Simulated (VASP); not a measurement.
# HC4 in VASP: single point with LDA

Aim: the single point of HC4 with LDA.

All numbers are computed with VASP 6.6.1; they aren't measurements. Logs are shortened: lines on timing, memory, paths and dates and some standing lists are left out, and cuts for length are marked.

## (1) The cell of the first run

The cell holds a slab with vacuum, 10 atoms: a = 2.497 Å, b = 2.497 Å, c = 26.767 Å, α = 90.00°, β = 90.00°, γ = 120.00°.

## (2) Single point, LDA, collinear spin

The input, INCAR:

```
  PREC = Accurate
  ENCUT = 520
  EDIFF = 1E-6
  ISMEAR = 0
  SIGMA = 0.05
  LREAL = F
  LASPH = T
  NELM = 150
  ALGO = Normal
  ISIF = 2
  LWAVE = F
  LCHARG = F
  ISPIN = 2
  MAGMOM = 0 1 0 0 0 0 0 0 0 0
  LORBIT = 11
  LDIPOL = T
  IDIPOL = 3
  DIPOL = 0.5 0.5 0.484
  GGA = CA
  NBANDS = 32
```

The input, KPOINTS:

```
regular mesh
0
Gamma
  12 12 1
```

The input, POSCAR:

```
HC4
1.0
    2.4973156147      0.0000000000      0.0000000000
   -1.2486578074      2.1627387636      0.0000000000
    0.0000000000      0.0000000000     26.7669113980
H C
2 8
Direct
    0.0000000000      0.0000000000      0.3175562497
    0.6666666667      0.3333333333      0.6485070521
    0.0000000000      0.0000000000      0.3601461468
    0.6666666667      0.3333333333      0.3791906457
    0.6666666667      0.3333333333      0.4363241424
    0.3333333333      0.6666666667      0.4553686414
    0.3333333333      0.6666666667      0.5124979518
    0.0000000000      0.0000000000      0.5314895718
    0.0000000000      0.0000000000      0.5889119655
    0.6666666667      0.3333333333      0.6068354711
```

Potentials or basis: VASP PAW LDA potentials, release 64 (H, C).

On the command line:

```bash
$ cat potpaw_LDA.64/H/POTCAR potpaw_LDA.64/C/POTCAR > POTCAR
$ mpirun -np 1 vasp_std > vasp.out
```

OUTCAR:

```text
PREC = Accurate
   ENCUT = 520
   EDIFF = 1E-6
   ISMEAR = 0
   LREAL = F
   LASPH = T
   NELM = 150
   ISIF = 2
   ISPIN = 2
   LORBIT = 11
   GGA = CA

 ion  position               nearest neighbor table
   1  0.000  0.000  0.318-   3 1.14
   2  0.667  0.333  0.649-  10 1.12
   3  0.000  0.000  0.360-   1 1.14   4 1.53   4 1.53   4 1.53
   4  0.667  0.333  0.379-   5 1.53   3 1.53   3 1.53   3 1.53
   5  0.667  0.333  0.436-   4 1.53   6 1.53   6 1.53   6 1.53
   6  0.333  0.667  0.455-   7 1.53   5 1.53   5 1.53   5 1.53
   7  0.333  0.667  0.512-   8 1.53   8 1.53   8 1.53   6 1.53
   8  0.000  0.000  0.531-   7 1.53   7 1.53   7 1.53   9 1.54
   9  0.000  0.000  0.589-  10 1.52  10 1.52  10 1.52   8 1.54
  10  0.667  0.333  0.607-   2 1.12   9 1.52   9 1.52   9 1.52

  LATTYP: Found a hexagonal cell.
 ALAT       =     2.4973156147
 C/A-ratio  =    10.7182733494

  Lattice vectors:

 A1 = (   2.4973156147,   0.0000000000,   0.0000000000)
 A2 = (  -1.2486578074,   2.1627387636,   0.0000000000)
 A3 = (   0.0000000000,   0.0000000000,  26.7669113980)

Analysis of symmetry for initial positions (statically):
=====================================================================
 Subroutine PRICEL returns:
 Original cell was already a primitive cell.

 Routine SETGRP: Setting up the symmetry group for a
 hexagonal supercell.

 Subroutine GETGRP returns: Found  6 space group operations
 (whereof  6 operations were pure point group operations)
 out of a pool of 24 trial point group operations.

The static configuration has the point symmetry C_3v.

Analysis of symmetry for dynamics (positions and initial velocities):
=====================================================================
 Subroutine PRICEL returns:
 Original cell was already a primitive cell.

 Routine SETGRP: Setting up the symmetry group for a
 hexagonal supercell.

 Subroutine GETGRP returns: Found  6 space group operations
 (whereof  6 operations were pure point group operations)
 out of a pool of 24 trial point group operations.

The dynamic configuration has the point symmetry C_3v.

Analysis of structural, dynamic, and magnetic symmetry:
=====================================================================
 Subroutine PRICEL returns:
 Original cell was already a primitive cell.

 Routine SETGRP: Setting up the symmetry group for a
 hexagonal supercell.

 Subroutine GETGRP returns: Found  6 space group operations
 (whereof  6 operations were pure point group operations)
 out of a pool of 24 trial point group operations.

The overall configuration has the point symmetry C_3v.

 Subroutine INISYM returns: Found  6 space group operations
 (whereof  6 operations are pure point group operations),
 and found     1 'primitive' translations

----------------------------------------------------------------------------------------

                                     Primitive cell

  volume of cell :     144.5692

  direct lattice vectors                    reciprocal lattice vectors
     2.497315615  0.000000000  0.000000000     0.400429963  0.231188347  0.000000000
    -1.248657807  2.162738764  0.000000000     0.000000000  0.462376694  0.000000000
     0.000000000  0.000000000 26.766911398     0.000000000  0.000000000  0.037359559

  length of vectors
     2.497315615  2.497315615 26.766911398     0.462376694  0.462376694  0.037359559

  position of ions in fractional coordinates (direct lattice)
     0.000000000  0.000000000  0.317556250
     0.666666667  0.333333333  0.648507052
     0.000000000  0.000000000  0.360146147
     0.666666667  0.333333333  0.379190646
     0.666666667  0.333333333  0.436324142
     0.333333333  0.666666667  0.455368641
     0.333333333  0.666666667  0.512497952
     0.000000000  0.000000000  0.531489572
     0.000000000  0.000000000  0.588911966
     0.666666667  0.333333333  0.606835471

  ion indices of the primitive-cell ions
   primitive index   ion index
                 1           1
                 2           2
                 3           3
                 4           4
                 5           5
                 6           6
                 7           7
                 8           8
                 9           9
                10          10

----------------------------------------------------------------------------------------

 KPOINTS: regular mesh

Automatic generation of k-mesh.
 Grid dimensions read from file:
 generate k-points for:   12   12    1

 Generating k-lattice:

  Cartesian coordinates                     Fractional coordinates (reciprocal lattice)
     0.033369164  0.019265696  0.000000000     0.083333333  0.000000000  0.000000000
     0.000000000  0.038531391  0.000000000     0.000000000  0.083333333  0.000000000
     0.000000000  0.000000000  0.037359559     0.000000000  0.000000000  1.000000000

  Length of vectors
     0.038531391  0.038531391  0.037359559

  Shift w.r.t. Gamma in fractional coordinates (k-lattice)
     0.000000000  0.000000000  0.000000000

 Subroutine IBZKPT returns following result:
 ===========================================

 Found     19 irreducible k-points:

 Following reciprocal coordinates:
            Coordinates               Weight
  0.000000  0.000000  0.000000      1.000000
  0.083333 -0.000000  0.000000      6.000000
  0.166667  0.000000  0.000000      6.000000
  0.250000  0.000000  0.000000      6.000000
  0.333333 -0.000000  0.000000      6.000000
  0.416667 -0.000000  0.000000      6.000000
[... 11 lines left out ...]
  0.333333  0.250000  0.000000     12.000000
  0.333333  0.333333  0.000000      2.000000
   k-points           NKPTS =     19   k-points in BZ     NKDIM =     19   number of bands    NBANDS=     32
   number of dos      NEDOS =    301   number of ions     NIONS =     10
   total plane-waves  NPLWV =  80000
   dimension x,y,z NGX =    20 NGY =   20 NGZ =  200
   dimension x,y,z NGXF=    40 NGYF=   40 NGZF=  400
   ions per type =               2   8
   NGX,Y,Z   is equivalent  to a cutoff of  13.31, 13.31, 12.42 a.u.
   NGXF,Y,Z  is equivalent  to a cutoff of  26.63, 26.63, 24.84 a.u.
 SYSTEM =  unknown system
   PREC   = accura    normal or accurate (medium, high low for compatibility)
   ISTART =      0    job   : 0-new  1-cont  2-samecut
   ICHARG =      2    charge: 1-file 2-atom 10-const
   ISPIN  =      2    spin polarized calculation?
   LNONCOLLINEAR =      F non collinear calculations
   LSORBIT =      F    spin-orbit coupling
   LASPH  =      T    aspherical Exc in radial PAW
   ENCUT  =  520.0 eV  38.22 Ry    6.18 a.u.   4.64  4.64 49.77*2*pi/ulx,y,z
   NELM   =    150;   NELMIN=  2; NELMDL= -5     # of ELM steps
   EDIFF  = 0.1E-05   stopping-criterion for ELM
   LREAL  =      F    real-space projection
   EDIFFG = 0.1E-04   stopping-criterion for IOM
   NSW    =      0    number of steps for IOM
   IBRION =     -1    ionic relax: 0-MD 1-quasi-New 2-CG
   NFREE  =      0    steps in history (QN), initial steepest desc. (CG)
   ISIF   =      2    stress and relaxation
   ISYM   =      2    0-nonsym 1-usesym 2-fastsym
   POTIM  = 0.5000    time-step for ionic-motion
   TEBEG  =    0.0;   TEEND  =   0.0 temperature during run
   PSTRESS=    0.0 pullay stress
   NELECT =      34.0000    total number of electrons
   NUPDOWN=      -1.0000    fix difference up-down
   EMIN   =  10.00;   EMAX   =-10.00  energy-range for DOS
   EFERMI =   0.00;   METHOD = LEGACY
   ISMEAR =     0;   SIGMA  =   0.05  broadening in eV -4-tet -1-fermi 0-gaus
   EFERMI_NEDOS =   21; number of points for ismear=-14 and -15
   IALGO  =     38    algorithm
   IMIX   =      4    mixing-type and parameters
     AMIX     =   0.40;   BMIX     =  1.00
     AMIX_MAG =   1.60;   BMIX_MAG =  1.00
  volume/ion in A,a.u.               =      14.46        97.56
  Fermi-wavevector in a.u.,A,eV,Ry     =   1.010515  1.909596 13.893447  1.021140
  Thomas-Fermi vector in A             =   2.143508
   LORBIT       =     11    0 simple, 1 ext, 2 COOP (PROOUT), +10 PAW based schemes
   GGA     = CA    functional components
   LHFCALC =     F    Hartree Fock is set to
   AEXX    =    0.0000 exact exchange contribution
   IVDW    =     0    specifies the selected vdW correction
   LEPSILON=     F    determine dielectric tensor
   LRPA    =     F    only Hartree local field effects (RPA)
 spin polarized calculation
 Gauss-broadening in eV      SIGMA  =   0.05
  energy-cutoff  :      520.00
  volume of cell :      144.57
 maximum number of plane-waves:      3951
 NGX is ok and might be reduce to    20
   NGX =  9   NGY =  9   NGZ = 99

 number of electron      34.0000000 magnetization       0.0000036

 dipolmoment           0.000000      0.000000     -0.000723 electrons x Angstroem

 Free energy of the ion-electron system (eV)
  ---------------------------------------------------
  ext. energy  EPLUGINS =         0.00000000
  ---------------------------------------------------
  free energy    TOTEN  =       -88.37764908 eV

  energy without entropy =      -88.37764908  energy(sigma->0) =      -88.37764908

 E-fermi :   0.7588     XC(G=0):  -5.2913

 val. band max:        0.4982889645   @ k =   0.0000   0.0000   0.0000
 cond. band min:       3.2547935552   @ k =   0.0000   0.0000   0.0000
 fundamental gap:      2.7565045907
 Fermi energy:         0.7588209841

 spin component 1

 k-point     1 :       0.0000    0.0000    0.0000
  band No.  band energies     occupation
      1     -20.5560      1.00000
      2     -19.5395      1.00000
      3     -17.9618      1.00000
      4     -16.0423      1.00000
      5     -12.0017      1.00000
      6      -9.5120      1.00000
[... 575 lines left out ...]
      6     -10.6935      1.00000
[... 21 lines left out ...]
     28      13.3426      0.00000
     29      13.4017      0.00000
 Fermi energy:         0.7588209841

 spin component 2

 k-point     1 :       0.0000    0.0000    0.0000
  band No.  band energies     occupation
      1     -20.5560      1.00000
      2     -19.5395      1.00000
      3     -17.9618      1.00000
      4     -16.0423      1.00000
      5     -12.0017      1.00000
      6      -9.5120      1.00000
[... 575 lines left out ...]
      6     -10.6935      1.00000
[... 21 lines left out ...]
     28      13.3426      0.00000
     29      13.4018      0.00000
 [bands above 29 left out]

------------------------ aborting loop because EDIFF is reached ----------------------------------------

 vacuum level on the upper side and lower side of the slab       (xc-potential included)        -0.021         0.003

  FORCE on cell =-STRESS in cart. coord.  units (eV):
  Direction    XX          YY          ZZ          XY          YZ          ZX
  --------------------------------------------------------------------------------------
  -------------------------------------------------------------------------------------
  Total        0.3514377      0.3514377     -0.9906803     -0.0000000      0.0000000     -0.0000000
  in kB        3.8947818      3.8947818    -10.9791410     -0.0000000      0.0000000     -0.0000000
  external PRESSURE =      -1.0631924 kB  Pullay stress =       0.0000000 kB

 VOLUME and BASIS-vectors are now :
 -----------------------------------------------------------------------------
  energy-cutoff  :      520.00
  volume of cell :      144.57
      direct lattice vectors                 reciprocal lattice vectors
     2.497315615  0.000000000  0.000000000     0.400429963  0.231188347  0.000000000
    -1.248657807  2.162738764  0.000000000     0.000000000  0.462376694  0.000000000
     0.000000000  0.000000000 26.766911398     0.000000000  0.000000000  0.037359559

 POSITION                                       TOTAL-FORCE (eV/Angst)
 -----------------------------------------------------------------------------------
      0.00000      0.00000      8.50000        -0.000000     -0.000000      0.716076
      1.24866      0.72091     17.35853        -0.000000     -0.000000      0.033193
      0.00000      0.00000      9.64000        -0.000000     -0.000000      0.295712
      1.24866      0.72091     10.14976        -0.000000     -0.000000     -1.080739
      1.24866      0.72091     11.67905        -0.000000     -0.000000      0.034372
     -0.00000      1.44183     12.18881        -0.000000      0.000000     -0.045663
     -0.00000      1.44183     13.71799         0.000000     -0.000000      0.010521
      0.00000      0.00000     14.22633        -0.000000     -0.000000      0.003550
      0.00000      0.00000     15.76335        -0.000000     -0.000000     -0.005262
      1.24866      0.72091     16.24311         0.000000     -0.000000      0.038240
 -----------------------------------------------------------------------------------
    total drift:                               -0.000000     -0.000000      0.000340

  FREE ENERGIE OF THE ION-ELECTRON SYSTEM (eV)
  ---------------------------------------------------
  free  energy   TOTEN  =       -88.3776490843 eV

  energy  without entropy=      -88.3776490843  energy(sigma->0) =      -88.37764908

 vacuum level on the upper side and lower side of the slab         4.346         4.370

 total charge

# of ion       s       p       d       tot
------------------------------------------
    1        0.605   0.037   0.000   0.642
    2        0.624   0.041   0.000   0.665
    3        0.829   1.765   0.000   2.593
    4        0.821   1.776   0.000   2.597
    5        0.824   1.783   0.000   2.607
    6        0.824   1.784   0.000   2.608
    7        0.824   1.785   0.000   2.609
    8        0.824   1.781   0.000   2.605
    9        0.822   1.785   0.000   2.607
   10        0.832   1.791   0.000   2.623
--------------------------------------------------
tot          7.830  14.327   0.000  22.157

 magnetization (x)

# of ion       s       p       d       tot
------------------------------------------
    1        0.000  -0.000   0.000   0.000
    2       -0.000   0.000   0.000  -0.000
    3       -0.000  -0.000   0.000  -0.000
    4       -0.000  -0.000   0.000  -0.000
    5       -0.000  -0.000   0.000  -0.000
    6        0.000  -0.000   0.000  -0.000
    7        0.000  -0.000   0.000  -0.000
    8        0.000   0.000   0.000   0.000
    9        0.000   0.000   0.000   0.000
   10        0.000   0.000   0.000   0.000
--------------------------------------------------
tot          0.000  -0.000   0.000  -0.000
```

It took 12 min on 1 thread of Intel Xeon 8259CL, shared host; peak memory 0.3 GiB.

Results:

| Property | Result |
| --- | --- |
| Free energy | -88.3776 eV |
| Largest force | 1.081 eV/Å |
| Band gap on the k mesh | 2.76 eV |
| Net moment | 0.00 μB per cell |
| Valence electrons inside the program's atomic spheres | H 0.64, 0.67; C 2.59, 2.60, 2.61, 2.62 (each value once) |

Forces on the atoms (eV/Å):
```
H    0.000  0.000  0.716
H    0.000  0.000  0.033
C    0.000  0.000  0.296
C    0.000  0.000 -1.081
C    0.000  0.000  0.034
C    0.000  0.000 -0.046
C    0.000  0.000  0.011
C    0.000  0.000  0.004
C    0.000  0.000 -0.005
C    0.000  0.000  0.038
```
